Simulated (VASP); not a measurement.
Here is a VASP 6.6.1 calculation.

INCAR

```
SYSTEM = Tc
PREC = Accurate
ENCUT = 520
EDIFF = 1E-6
ISMEAR = -1
SIGMA = 0.08
LREAL = .FALSE.
LASPH = .TRUE.
NELM = 80
ALGO = Normal
ISIF = 2
LWAVE = .FALSE.
LCHARG = .FALSE.
GGA = PE
NBANDS = 20
```

Contents of KPOINTS:

```
Automatic mesh
0
G
  17 17 9
  0 0 0
```

File POSCAR:

```
Tc
1.0
    2.7196785043      0.0000000000      0.0000000000
   -1.3598392522      2.3553106749      0.0000000000
    0.0000000000      0.0000000000      4.4639700000
Tc
2
Direct
    0.3333333333      0.6666666667      0.2500000000
    0.6666666667      0.3333333333      0.7500000000
```

Potentials or basis: VASP PAW PBE potentials, release 64 (Tc_pv).

Command:

```sh
$ cat potpaw_PBE.64/Tc_pv/POTCAR > POTCAR
$ mpirun -np 1 vasp_std > vasp.out
```

**Question.** What does it give for the pressure?

**Answer.** 2.6 GPa.

**Question.** Estimate the band gap on the k mesh.

**Answer.** Zero (bands 13 and 14 overlap by 2.99 eV).

Stress tensor (GPa, compression positive):
```
 5.63  0.00  0.00
 0.00  5.63  0.00
 0.00  0.00 -3.52
```

Caveat: the stress differs along the axes, from -4 to 6 GPa.
